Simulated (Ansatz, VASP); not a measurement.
# BN: VASP beside Ansatz

```
CELL_PARAMETERS angstrom
0.00000 1.81517 1.81517
1.81517 0.00000 1.81517
1.81517 1.81517 0.00000
ATOMIC_POSITIONS crystal
B 0.00000 0.00000 0.00000
N 0.75000 0.75000 0.75000
```

Alike in both runs: task single point; functional PBE; dispersion D3(BJ); k mesh 12 × 12 × 12; occupations gaussian, width 0.05 eV; no spin polarisation.

```csv
,VASP,Ansatz
version,VASP 6.6.1,Ansatz 0.2.0
potentials or method,"VASP PAW PBE potentials, release 64 (B, N), cutoff 600 eV","scalar-relativistic, plane waves, PAW"
valence electrons in the cell,8,8
```

```tsv
	VASP	Ansatz	Ansatz less VASP
gap on the k mesh at the Fermi level (eV)	4.45	4.46	+0.012
least direct gap on the mesh (eV)	8.76	8.77	+0.011
pressure (GPa)	-7.3	-7.3	+0.04
```
